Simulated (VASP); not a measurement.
# Ru (Fd-3m) in VASP: notebook

The runs below take Ru through single point, with LDA.

All numbers are computed with VASP 6.6.1; they aren't measurements. Logs are shortened: lines on timing, memory, paths and dates and some standing lists are left out, and cuts for length are marked.

## (1) The cell of the first run

Symmetry: Fd-3m, No. 227, cubic system. The conventional cell has a = 4.518 Å, b = 4.518 Å, c = 4.518 Å, α = 90.00°, β = 90.00°, γ = 90.00°. Within 2.6 Å of Ru (site symmetry -43m) lie 4 Ru at 1.96 Å.

## (2) Single point, LDA (volume scaled by 0.6)

INCAR reads:

```
PREC     = Accurate       # precision mode
ENCUT    = 520            # plane-wave cutoff, eV
EDIFF    = 1E-6           # SCF threshold, eV
ISMEAR   = -1             # smearing method
SIGMA    = 0.1            # smearing width, eV
LREAL    = F              # projectors in reciprocal space
LASPH    = T              # aspherical terms in the spheres
NELM     = 80             # most SCF steps
ALGO     = Normal         # electronic algorithm
ISIF     = 2              # what is computed and relaxed
LWAVE    = F              # write WAVECAR
LCHARG   = F              # write CHGCAR
NBANDS   = 21             # bands
```

KPOINTS reads:

```
regular mesh
0
Gamma
  13 13 13
```

POSCAR reads:

```
Ru
1.0
    0.0000000000      2.2588347347      2.2588347347
    2.2588347347      0.0000000000      2.2588347347
    2.2588347347      2.2588347347      0.0000000000
Ru
2
Direct
   -0.1250000000     -0.1250000000     -0.1250000000
    0.1250000000      0.1250000000      0.1250000000
```

Potentials or basis: VASP PAW LDA potentials, release 64 (Ru_pv).

Launch:

```bash
$ cat potpaw_LDA.64/Ru_pv/POTCAR > POTCAR
$ mpirun -np 1 vasp_std > vasp.out
```

OUTCAR:

```text
PREC = Accurate
   ENCUT = 520
   EDIFF = 1E-6
   ISMEAR = -1
   LREAL = F
   LASPH = T
   NELM = 80
   ISIF = 2

 ion  position               nearest neighbor table
   1  0.875  0.875  0.875-   2 1.96   2 1.96   2 1.96   2 1.96
   2  0.125  0.125  0.125-   1 1.96   1 1.96   1 1.96   1 1.96

  LATTYP: Found a face centered cubic cell.
 ALAT       =     4.5176694694

  Lattice vectors:

 A1 = (   0.0000000000,   2.2588347347,   2.2588347347)
 A2 = (   2.2588347347,   0.0000000000,   2.2588347347)
 A3 = (   2.2588347347,   2.2588347347,   0.0000000000)

Analysis of symmetry for initial positions (statically):
=====================================================================
 Subroutine PRICEL returns:
 Original cell was already a primitive cell.

 Routine SETGRP: Setting up the symmetry group for a
 face centered cubic supercell.

 Subroutine GETGRP returns: Found 48 space group operations
 (whereof 12 operations were pure point group operations)
 out of a pool of 48 trial point group operations.

The static configuration has the point symmetry D_3d.
 The point group associated with its full space group is O_h .

Analysis of symmetry for dynamics (positions and initial velocities):
=====================================================================
 Subroutine PRICEL returns:
 Original cell was already a primitive cell.

 Routine SETGRP: Setting up the symmetry group for a
 face centered cubic supercell.

 Subroutine GETGRP returns: Found 48 space group operations
 (whereof 12 operations were pure point group operations)
 out of a pool of 48 trial point group operations.

The dynamic configuration has the point symmetry D_3d.
 The point group associated with its full space group is O_h .

 Subroutine INISYM returns: Found 48 space group operations
 (whereof 12 operations are pure point group operations),
 and found     1 'primitive' translations

----------------------------------------------------------------------------------------

                                     Primitive cell

  volume of cell :      23.0507

  direct lattice vectors                    reciprocal lattice vectors
     0.000000000  2.258834735  2.258834735    -0.221353069  0.221353069  0.221353069
     2.258834735  0.000000000  2.258834735     0.221353069 -0.221353069  0.221353069
     2.258834735  2.258834735  0.000000000     0.221353069  0.221353069 -0.221353069

  length of vectors
     3.194474717  3.194474717  3.194474717     0.383394761  0.383394761  0.383394761

  position of ions in fractional coordinates (direct lattice)
     0.875000000  0.875000000  0.875000000
     0.125000000  0.125000000  0.125000000

  ion indices of the primitive-cell ions
   primitive index   ion index
                 1           1
                 2           2

----------------------------------------------------------------------------------------

 KPOINTS: regular mesh

Automatic generation of k-mesh.
 Grid dimensions read from file:
 generate k-points for:   13   13   13

 Generating k-lattice:

  Cartesian coordinates                     Fractional coordinates (reciprocal lattice)
    -0.017027159  0.017027159  0.017027159     0.076923077  0.000000000  0.000000000
     0.017027159 -0.017027159  0.017027159     0.000000000  0.076923077  0.000000000
     0.017027159  0.017027159 -0.017027159     0.000000000  0.000000000  0.076923077

  Length of vectors
     0.029491905  0.029491905  0.029491905

  Shift w.r.t. Gamma in fractional coordinates (k-lattice)
     0.000000000  0.000000000  0.000000000

 Subroutine IBZKPT returns following result:
 ===========================================

 Found     84 irreducible k-points:

 Following reciprocal coordinates:
            Coordinates               Weight
  0.000000  0.000000  0.000000      1.000000
  0.076923  0.000000  0.000000      8.000000
  0.153846  0.000000  0.000000      8.000000
  0.230769  0.000000  0.000000      8.000000
  0.307692  0.000000  0.000000      8.000000
  0.384615  0.000000  0.000000      8.000000
[... 16 lines left out ...]
  0.384615  0.153846  0.000000     24.000000
  0.461538  0.153846  0.000000     24.000000
 [... further k-points ...]
   k-points           NKPTS =     84   k-points in BZ     NKDIM =     84   number of bands    NBANDS=     21
   number of dos      NEDOS =    301   number of ions     NIONS =      2
   total plane-waves  NPLWV =  13824
   dimension x,y,z NGX =    24 NGY =   24 NGZ =   24
   dimension x,y,z NGXF=    48 NGYF=   48 NGZF=   48
   ions per type =               2
   NGX,Y,Z   is equivalent  to a cutoff of  12.49, 12.49, 12.49 a.u.
   NGXF,Y,Z  is equivalent  to a cutoff of  24.98, 24.98, 24.98 a.u.
 SYSTEM =  unknown system
   PREC   = accura    normal or accurate (medium, high low for compatibility)
   ISTART =      0    job   : 0-new  1-cont  2-samecut
   ICHARG =      2    charge: 1-file 2-atom 10-const
   ISPIN  =      1    spin polarized calculation?
   LNONCOLLINEAR =      F non collinear calculations
   LSORBIT =      F    spin-orbit coupling
   LASPH  =      T    aspherical Exc in radial PAW
   ENCUT  =  520.0 eV  38.22 Ry    6.18 a.u.   5.94  5.94  5.94*2*pi/ulx,y,z
   NELM   =     80;   NELMIN=  2; NELMDL= -5     # of ELM steps
   EDIFF  = 0.1E-05   stopping-criterion for ELM
   LREAL  =      F    real-space projection
   EDIFFG = 0.1E-04   stopping-criterion for IOM
   NSW    =      0    number of steps for IOM
   IBRION =     -1    ionic relax: 0-MD 1-quasi-New 2-CG
   NFREE  =      0    steps in history (QN), initial steepest desc. (CG)
   ISIF   =      2    stress and relaxation
   ISYM   =      2    0-nonsym 1-usesym 2-fastsym
   POTIM  = 0.5000    time-step for ionic-motion
   TEBEG  =    0.0;   TEEND  =   0.0 temperature during run
   PSTRESS=    0.0 pullay stress
   NELECT =      28.0000    total number of electrons
   NUPDOWN=      -1.0000    fix difference up-down
   EMIN   =  10.00;   EMAX   =-10.00  energy-range for DOS
   EFERMI =   0.00;   METHOD = LEGACY
   ISMEAR =    -1;   SIGMA  =   0.10  broadening in eV -4-tet -1-fermi 0-gaus
   EFERMI_NEDOS =   21; number of points for ismear=-14 and -15
   IALGO  =     38    algorithm
   IMIX   =      4    mixing-type and parameters
     AMIX     =   0.40;   BMIX     =  1.00
     AMIX_MAG =   1.60;   BMIX_MAG =  1.00
  volume/ion in A,a.u.               =      11.53        77.78
  Fermi-wavevector in a.u.,A,eV,Ry     =   1.746759  3.300896 41.513659  3.051168
  Thomas-Fermi vector in A             =   2.818191
   LORBIT       =      0    0 simple, 1 ext, 2 COOP (PROOUT), +10 PAW based schemes
   GGA     = CA    functional components
   LHFCALC =     F    Hartree Fock is set to
   AEXX    =    0.0000 exact exchange contribution
   IVDW    =     0    specifies the selected vdW correction
   LEPSILON=     F    determine dielectric tensor
   LRPA    =     F    only Hartree local field effects (RPA)
 non-spin polarized calculation
  energy-cutoff  :      520.00
  volume of cell :       23.05
 maximum number of plane-waves:       632
   NGX = 11   NGY = 11   NGZ = 11

 number of electron      28.0000013 magnetization

 Free energy of the ion-electron system (eV)
  ---------------------------------------------------
  ext. energy  EPLUGINS =         0.00000000
  ---------------------------------------------------
  free energy    TOTEN  =        -8.81806356 eV

  energy without entropy =       -8.78214455  energy(sigma->0) =       -8.80010406

 E-fermi :  16.3575     XC(G=0): -14.9209

 val. band max:       16.3291737963   @ k =  -0.4615   0.1538   0.0000
 cond. band min:      16.3804479349   @ k =   0.3077   0.0769   0.0000
 fundamental gap:      0.0512741386
 Fermi energy:        16.3574605136

 k-point     1 :       0.0000    0.0000    0.0000
  band No.  band energies     occupation
      1     -29.4666      2.00000
      2     -29.4666      2.00000
      3     -29.4666      2.00000
      4     -25.9931      2.00000
      5     -25.9931      2.00000
      6     -25.9931      2.00000
[... 13 lines left out ...]
     20      29.8766      0.00000
     21      30.6712      0.00000

 k-point     2 :       0.0769    0.0000    0.0000
  band No.  band energies     occupation
      1     -29.4957      2.00000
      2     -29.4957      2.00000
      3     -29.4676      2.00000
      4     -25.9808      2.00000
      5     -25.9563      2.00000
      6     -25.9563      2.00000
[... 13 lines left out ...]
     20      28.9107      0.00000
     21      30.7528      0.00000

 k-point     3 :       0.1538    0.0000    0.0000
  band No.  band energies     occupation
      1     -29.5733      2.00000
      2     -29.5733      2.00000
      3     -29.4722      2.00000
      4     -25.9436      2.00000
      5     -25.8575      2.00000
      6     -25.8575      2.00000
[... 13 lines left out ...]
     20      28.1882      0.00000
     21      31.0197      0.00000

 k-point     4 :       0.2308    0.0000    0.0000
  band No.  band energies     occupation
      1     -29.6762      2.00000
      2     -29.6762      2.00000
      3     -29.4834      2.00000
      4     -25.8837      2.00000
      5     -25.7246      2.00000
      6     -25.7246      2.00000
[... 13 lines left out ...]
     20      27.7848      0.00000
     21      30.9588      0.00000

 k-point     5 :       0.3077    0.0000    0.0000
  band No.  band energies     occupation
      1     -29.7785      2.00000
      2     -29.7785      2.00000
      3     -29.5010      2.00000
      4     -25.8108      2.00000
      5     -25.5906      2.00000
      6     -25.5906      2.00000
[... 13 lines left out ...]
     20      26.7576      0.00000
     21      28.8165      0.00000
[... 382 lines left out ...]
     20      27.5933      0.00000
     21      30.3866      0.00000

 k-point    22 :       0.3077    0.1538    0.0000
  band No.  band energies     occupation
      1     -29.9433      2.00000
      2     -29.9056      2.00000
      3     -29.0805      2.00000
      4     -26.3051      2.00000
      5     -25.4277      2.00000
      6     -25.3941      2.00000
[... 13 lines left out ...]
     20      27.6258      0.00000
     21      28.9384      0.00000

 k-point    23 :       0.3846    0.1538    0.0000
  band No.  band energies     occupation
      1     -30.0753      2.00000
      2     -29.9790      2.00000
      3     -29.0249      2.00000
      4     -26.3063      2.00000
      5     -25.3278      2.00000
      6     -25.2379      2.00000
[... 13 lines left out ...]
     20      26.6168      0.00000
     21      28.6163      0.00000

 k-point    24 :       0.4615    0.1538    0.0000
  band No.  band energies     occupation
      1     -30.1828      2.00000
      2     -30.0133      2.00000
      3     -28.9959      2.00000
      4     -26.2853      2.00000
      5     -25.2796      2.00000
      6     -25.1143      2.00000
[... 13 lines left out ...]
     20      26.6110      0.00000
     21      28.8869      0.00000

 [... further k-points ...]
[... 5 lines left out ...]
  --------------------------------------------------------------------------------------
  -------------------------------------------------------------------------------------
  Total       45.8296414     45.8296414     45.8296414     -0.0000000      0.0000000      0.0000000
  in kB     3185.4711325   3185.4711325   3185.4711325     -0.0000000      0.0000000      0.0000000
  external PRESSURE =    3185.4711325 kB  Pullay stress =       0.0000000 kB

 VOLUME and BASIS-vectors are now :
 -----------------------------------------------------------------------------
  energy-cutoff  :      520.00
  volume of cell :       23.05
      direct lattice vectors                 reciprocal lattice vectors
     0.000000000  2.258834735  2.258834735    -0.221353069  0.221353069  0.221353069
     2.258834735  0.000000000  2.258834735     0.221353069 -0.221353069  0.221353069
     2.258834735  2.258834735  0.000000000     0.221353069  0.221353069 -0.221353069

 POSITION                                       TOTAL-FORCE (eV/Angst)
 -----------------------------------------------------------------------------------
      3.95296      3.95296      3.95296        -0.000000      0.000000      0.000000
      0.56471      0.56471      0.56471         0.000000     -0.000000     -0.000000
 -----------------------------------------------------------------------------------
    total drift:                                0.000000      0.000000      0.000000

  FREE ENERGIE OF THE ION-ELECTRON SYSTEM (eV)
  ---------------------------------------------------
  free  energy   TOTEN  =        -8.8180635604 eV

  energy  without entropy=       -8.7821445548  energy(sigma->0) =       -8.80010406
```

It took 8.6 s on 1 thread of Intel Xeon 6975P-C (Granite Rapids), shared host; peak memory 0.14 GiB.

What came out:

* Free energy: -8.8181 eV
* Pressure: 318.5 GPa
* Band gap on the k mesh: zero (band 14 reaches 17.29 eV, above the bottom of band 15 at 15.62 eV)

Levels at points of the mesh, in eV from the Fermi level:
```
           k point  band 12  band 13  band 14  band 15  band 16  band 17
(0.00, 0.00, 0.00)    -5.43    -0.52    -0.52    -0.52     4.38     4.38
```

## (3) Single point, LDA (volume scaled by 0.6)

INCAR reads:

```
SYSTEM = Ru
ALGO = Normal ; EDIFF = 1E-6
ENCUT = 520 ; ISIF = 2
ISMEAR = -1 ; LASPH = .True.
LCHARG = .False. ; LREAL = .False.
LWAVE = .False. ; NBANDS = 21
NELM = 80 ; PREC = Accurate
SIGMA = 0.1
```

KPOINTS reads:

```
k-points
0
Gamma
  13 13 13
  0 0 0
```

POSCAR is that of step 2.

Potentials or basis: VASP PAW LDA potentials, release 64 (Ru_pv).

Launch:

```bash
$ cat potpaw_LDA.64/Ru_pv/POTCAR > POTCAR
$ mpirun -np 1 vasp_std > vasp.out
```

Run time: 9.8 s. Hardware: 1 thread of Intel Xeon 6975P-C (Granite Rapids), shared host; peak memory 0.14 GiB.

The run converged. Its results:

| Property | Result |
| --- | --- |
| Free energy | -8.8181 eV |
| Pressure | 318.5 GPa |
| Band gap on the k mesh | zero (band 14 reaches 17.29 eV, above the bottom of band 15 at 15.62 eV) |

Levels at points of the mesh, in eV from the Fermi level:
| k point | band 11 | band 12 | band 13 | band 14 | band 15 | band 16 | band 17 | band 18 |
| --- | --- | --- | --- | --- | --- | --- | --- | --- |
| (0.00, 0.00, 0.00) | -5.43 | -5.43 | -0.52 | -0.52 | -0.52 | 4.38 | 4.38 | 10.19 |
